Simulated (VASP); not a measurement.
# Pt (I4/mmm) in VASP: a series of runs

Runs on Pt. Level: PBEsol. Tasks: single point.

Program: VASP 6.6.1. These are calculated values, not measurements. Logs are shortened: lines on timing, memory, paths and dates and some standing lists are left out, and cuts for length are marked.

### Step 1. The cell of the first run

The structure is tetragonal, space group I4/mmm (No. 139). Conventional cell: a = 3.164 Å, b = 3.164 Å, c = 3.037 Å, α = 90.00°, β = 90.00°, γ = 90.00°. Pt (site symmetry 4/mmm) has 14 Pt at 2.70 to 3.16 Å within 3.6 Å.

### Step 2. Single point, PBEsol

INCAR

```
ALGO = Fast ; EDIFF = 1E-6
ENCUT = 520 ; GGA = PS
ISIF = 2 ; ISMEAR = 0
LASPH = T ; LCHARG = T
LELF = T ; LREAL = F
LVHAR = T ; LWAVE = F
NBANDS = 11 ; NELM = 80
PREC = Accurate ; SIGMA = 0.15
```

KPOINTS

```
k-points
0
Gamma
  30 30 30
```

POSCAR

```
Pt
1.0
   -1.5818495674      1.5818495674      1.5185755847
    1.5818495674     -1.5818495674      1.5185755847
    1.5818495674      1.5818495674     -1.5185755847
Pt
1
Direct
    0.0000000000      0.0000000000      0.0000000000
```

Potentials or basis: VASP PAW PBE potentials, release 64 (Pt).

Command:

```
> cat potpaw_PBE.64/Pt/POTCAR > POTCAR
> mpirun -np 1 vasp_std > vasp.out
```

OUTCAR:

```text
EDIFF = 1E-6
   ENCUT = 520
   GGA = PS
   ISIF = 2
   ISMEAR = 0
   LASPH = T
   LREAL = F
   NELM = 80
   PREC = Accurate

 ion  position               nearest neighbor table
   1  0.000  0.000  0.000-

  LATTYP: Found a body centered tetragonal cell.
 ALAT       =     3.1636991348
 C/A-ratio  =     0.9600000000

  Lattice vectors:

 A1 = (  -1.5818495674,   1.5818495674,   1.5185755847)
 A2 = (   1.5818495674,  -1.5818495674,   1.5185755847)
 A3 = (   1.5818495674,   1.5818495674,  -1.5185755847)

Analysis of symmetry for initial positions (statically):
=====================================================================
 Subroutine PRICEL returns:
 Original cell was already a primitive cell.

 Routine SETGRP: Setting up the symmetry group for a
 body centered tetragonal supercell.

 Subroutine GETGRP returns: Found 16 space group operations
 (whereof 16 operations were pure point group operations)
 out of a pool of 16 trial point group operations.

The static configuration has the point symmetry D_4h.

Analysis of symmetry for dynamics (positions and initial velocities):
=====================================================================
 Subroutine PRICEL returns:
 Original cell was already a primitive cell.

 Routine SETGRP: Setting up the symmetry group for a
 body centered tetragonal supercell.

 Subroutine GETGRP returns: Found 16 space group operations
 (whereof 16 operations were pure point group operations)
 out of a pool of 16 trial point group operations.

The dynamic configuration has the point symmetry D_4h.

 Subroutine INISYM returns: Found 16 space group operations
 (whereof 16 operations are pure point group operations),
 and found     1 'primitive' translations

----------------------------------------------------------------------------------------

                                     Primitive cell

  volume of cell :      15.1994

  direct lattice vectors                    reciprocal lattice vectors
    -1.581849567  1.581849567  1.518575585     0.000000000  0.316085682  0.329255919
     1.581849567 -1.581849567  1.518575585     0.316085682  0.000000000  0.329255919
     1.581849567  1.581849567 -1.518575585     0.316085682  0.316085682  0.000000000

  length of vectors
     2.703806190  2.703806190  2.703806190     0.456420441  0.456420441  0.447012659

  position of ions in fractional coordinates (direct lattice)
     0.000000000  0.000000000  0.000000000

  ion indices of the primitive-cell ions
[... 74 lines left out ...]
   EDIFF  = 0.1E-05   stopping-criterion for ELM
   LREAL  =      F    real-space projection
   EDIFFG = 0.1E-04   stopping-criterion for IOM
   NSW    =      0    number of steps for IOM
   IBRION =     -1    ionic relax: 0-MD 1-quasi-New 2-CG
   NFREE  =      0    steps in history (QN), initial steepest desc. (CG)
   ISIF   =      2    stress and relaxation
   ISYM   =      2    0-nonsym 1-usesym 2-fastsym
   POTIM  = 0.5000    time-step for ionic-motion
   TEBEG  =    0.0;   TEEND  =   0.0 temperature during run
   PSTRESS=    0.0 pullay stress
   NELECT =      10.0000    total number of electrons
   NUPDOWN=      -1.0000    fix difference up-down
   EMIN   =  10.00;   EMAX   =-10.00  energy-range for DOS
   EFERMI =   0.00;   METHOD = LEGACY
   ISMEAR =     0;   SIGMA  =   0.15  broadening in eV -4-tet -1-fermi 0-gaus
   EFERMI_NEDOS =   21; number of points for ismear=-14 and -15
   IALGO  =     68    algorithm
   IMIX   =      4    mixing-type and parameters
     AMIX     =   0.40;   BMIX     =  1.00
     AMIX_MAG =   1.60;   BMIX_MAG =  1.00
  volume/ion in A,a.u.               =      15.20       102.57
  Fermi-wavevector in a.u.,A,eV,Ry     =   1.423855  2.690697 27.583967  2.027364
  Thomas-Fermi vector in A             =   2.544409
   LORBIT       =      0    0 simple, 1 ext, 2 COOP (PROOUT), +10 PAW based schemes
   GGA     = PS    functional components
   LHFCALC =     F    Hartree Fock is set to
   AEXX    =    0.0000 exact exchange contribution
   IVDW    =     0    specifies the selected vdW correction
   LEPSILON=     F    determine dielectric tensor
   LRPA    =     F    only Hartree local field effects (RPA)
 non-spin polarized calculation
 RMM-DIIS sequential band-by-band and
 Gauss-broadening in eV      SIGMA  =   0.15
  energy-cutoff  :      520.00
  volume of cell :       15.20
 maximum number of plane-waves:       430
   NGX =  9   NGY =  9   NGZ =  9

 number of electron      10.0000000 magnetization

 Free energy of the ion-electron system (eV)
  ---------------------------------------------------
  ext. energy  EPLUGINS =         0.00000000
  ---------------------------------------------------
  free energy    TOTEN  =        -6.86251953 eV

  energy without entropy =       -6.85077673  energy(sigma->0) =       -6.85664813

 E-fermi :  10.7251     XC(G=0): -13.5749

 val. band max:       10.7244051143   @ k =  -0.2333  -0.3667   0.0667
 cond. band min:      10.7287281483   @ k =  -0.0333  -0.3667   0.0333
 fundamental gap:      0.0043230339
 Fermi energy:        10.7251344200

 k-point     1 :       0.0000    0.0000    0.0000
  band No.  band energies     occupation
      1       0.7504      2.00000
      2       6.7833      2.00000
      3       7.1578      2.00000
      4       7.1578      2.00000
      5       9.4081      2.00000
      6       9.9086      2.00000
      7      27.5295      0.00000
      8      27.5295      0.00000
      9      28.3674      0.00000
     10      38.0789      0.00000
     11      38.4232      0.00000
[... 309 lines left out ...]
 k-point    24 :       0.2667    0.0333    0.0000
  band No.  band energies     occupation
      1       3.3702      2.00000
      2       5.9540      2.00000
      3       7.2247      2.00000
      4       9.3506      2.00000
      5       9.5440      2.00000
      6       9.8671      2.00000
      7      24.4274      0.00000
      8      26.2354      0.00000
      9      30.9206      0.00000
     10      31.9793      0.00000
     11      34.1859      0.00000

 [... further k-points ...]
[... 5 lines left out ...]
  --------------------------------------------------------------------------------------
  -------------------------------------------------------------------------------------
  Total        0.1154209      0.1154209     -0.3150283      0.0000000      0.0000000      0.0000000
  in kB       12.1665777     12.1665777    -33.2072870      0.0000000      0.0000000      0.0000000
  external PRESSURE =      -2.9580439 kB  Pullay stress =       0.0000000 kB

 VOLUME and BASIS-vectors are now :
 -----------------------------------------------------------------------------
  energy-cutoff  :      520.00
  volume of cell :       15.20
      direct lattice vectors                 reciprocal lattice vectors
    -1.581849567  1.581849567  1.518575585     0.000000000  0.316085682  0.329255919
     1.581849567 -1.581849567  1.518575585     0.316085682  0.000000000  0.329255919
     1.581849567  1.581849567 -1.518575585     0.316085682  0.316085682  0.000000000

 POSITION                                       TOTAL-FORCE (eV/Angst)
 -----------------------------------------------------------------------------------
      0.00000      0.00000      0.00000        -0.000000      0.000000      0.000000
 -----------------------------------------------------------------------------------
    total drift:                                0.000000     -0.000000      0.000000

  FREE ENERGIE OF THE ION-ELECTRON SYSTEM (eV)
  ---------------------------------------------------
  free  energy   TOTEN  =        -6.8625195314 eV

  energy  without entropy=       -6.8507767269  energy(sigma->0) =       -6.85664813
```

OSZICAR:

```text
N       E                     dE             d eps       ncg     rms          rms(c)
DAV:   1     0.390266810098E+02    0.39027E+02   -0.53795E+03 44720   0.846E+02
DAV:   2    -0.668813821479E+01   -0.45715E+02   -0.43828E+02 49978   0.177E+02
DAV:   3    -0.729321413346E+01   -0.60508E+00   -0.60246E+00 51411   0.194E+01
DAV:   4    -0.729553537867E+01   -0.23212E-02   -0.23211E-02 50891   0.141E+00
DAV:   5    -0.729555340454E+01   -0.18026E-04   -0.18025E-04 51838   0.115E-01    0.127E+01
RMM:   6    -0.690818511929E+01    0.38737E+00   -0.37256E-01 43968   0.515E+00    0.650E+00
RMM:   7    -0.686644371666E+01    0.41741E-01   -0.70868E-02 46174   0.240E+00    0.245E+00
RMM:   8    -0.686288217598E+01    0.35615E-02   -0.88625E-03 47694   0.849E-01    0.646E-01
RMM:   9    -0.686250245741E+01    0.37972E-03   -0.10216E-03 51150   0.276E-01    0.457E-02
RMM:  10    -0.686251878713E+01   -0.16330E-04   -0.14838E-04 51327   0.937E-02    0.511E-02
RMM:  11    -0.686252011844E+01   -0.13313E-05   -0.18880E-05 52358   0.311E-02    0.305E-02
RMM:  12    -0.686251953142E+01    0.58701E-06   -0.81928E-06 49650   0.226E-02
   1 F= -.68625195E+01 E0= -.68566481E+01  d E =-.117428E-01
```

Wall time 2 min (1 thread of Intel Xeon 6975P-C (Granite Rapids), shared host); peak memory 0.42 GiB.

Results:

```
Free energy            : -6.8625 eV
Pressure               : -0.3 GPa
Band gap on the k mesh : zero (bands 5 and 6 overlap by 2.29 eV)
```

Caveat: the PAW data sets were made with another functional, which shifts forces and pressure a little; spin-orbit coupling is left out, which moves the levels of the heavy elements.

[end of part 1 of 2]
